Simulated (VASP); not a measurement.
## N: single point with LDA

The system is N.

```
N
1.0
     2.51947    0.00000    0.00000
    -1.25974    2.18193    0.00000
     0.00000    0.00000    2.51938
N
2
Direct
  0.66667 0.33333 0.25000
  0.33333 0.66667 0.75000
```

```json
{
  "Program": "VASP 6.6.1",
  "Task": "single point",
  "Functional": "LDA",
  "Potentials or basis": "VASP PAW LDA potentials, release 64 (N)",
  "Cutoff": "520 eV",
  "k mesh": "12 × 12 × 8",
  "Occupations": "gaussian, width 0.02 eV",
  "Spin": "no spin polarisation",
  "Dipole correction": "no",
  "Further INCAR settings": "ALGO = Normal; EDIFF = 1e-06; NBANDS = 12"
}
```

The pressure is -13.6 GPa. The band gap on the k mesh is zero (band 5 reaches 7.30 eV, above the bottom of band 6 at 2.58 eV).

Stress tensor (GPa, compression positive):
```
 -3.24   0.00   0.00
  0.00  -3.24   0.00
  0.00   0.00 -34.43
```

Levels at points of the mesh, in eV from the Fermi level:
| k point | band 1 | band 2 | band 3 | band 4 | band 5 | band 6 | band 7 | band 8 | band 9 | band 10 |
| --- | --- | --- | --- | --- | --- | --- | --- | --- | --- | --- |
| (0.00, 0.00, 0.00) | -21.32 | -5.64 | -4.93 | -1.83 | -1.83 | 2.96 | 2.96 | 6.04 | 14.50 | 18.12 |
| (0.50, 0.00, 0.00) | -16.67 | -13.81 | -4.43 | -2.15 | -1.59 | 1.61 | 2.40 | 4.92 | 13.47 | 23.85 |
| (0.00, 0.00, 0.50) | -16.67 | -16.67 | 0.84 | 0.84 | 0.84 | 0.84 | 2.29 | 2.29 | 21.27 | 21.27 |
| (0.50, 0.00, 0.50) | -12.82 | -12.82 | -8.23 | -8.23 | -0.52 | -0.52 | 4.06 | 4.06 | 18.96 | 18.96 |

Run time: 13 s on 1 thread of Intel Xeon 8259CL, with other jobs on the host, peak memory 0.12 GiB.
